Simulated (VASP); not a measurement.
CrCoPt2, 4 atoms in the cell. Symmetry: P4/mmm, No. 123, tetragonal system. The conventional cell has a = 3.819 Å, b = 3.819 Å, c = 3.746 Å, α = 90.00°, β = 90.00°, γ = 90.00°. Within 3.5 Å of Cr (site symmetry 4/mmm) lie 8 Pt at 2.67 Å and 4 Co at 2.70 Å. Within 3.5 Å of Co (site symmetry 4/mmm) lie 8 Pt at 2.67 Å and 4 Cr at 2.70 Å. Pt (site symmetry mmm) has 4 Cr at 2.67 Å and 4 Co at 2.67 Å and 4 Pt at 2.70 Å within 3.5 Å. 

```yaml
Program: VASP 6.6.1
Task: single point
Functional: LDA
Potentials_or_basis: VASP PAW LDA potentials, release 64 (Cr_pv, Co, Pt)
Cutoff: 520 eV
k_mesh: 8 × 8 × 8
Occupations: fermi-dirac, width 0.05 eV
Spin: collinear spin, ferrimagnetic start
Starting_moments: "[3.0, -2.0, 0.0, 0.0] μB"
Dipole_correction: no
Further_INCAR_settings: ALGO = Normal; EDIFF = 1e-07; NBANDS = 32
```

Potentials or basis: VASP PAW LDA potentials, release 64 (Cr_pv, Co, Pt).

The run is started by

```console
$ cat potpaw_LDA.64/Cr_pv/POTCAR potpaw_LDA.64/Co/POTCAR potpaw_LDA.64/Pt/POTCAR > POTCAR
$ mpirun -np 1 vasp_std > vasp.out
```

Hardware: 1 thread of AMD EPYC 9R45 96-Core Processor (Zen 5) (shared host).

Q: How long does it take, and how much memory?

A: Run time: 3.3 min on 1 thread of AMD EPYC 9R45 96-Core Processor (Zen 5), with other jobs on the host, peak memory 0.28 GiB. Counts: scf iterations 21, k points 75.
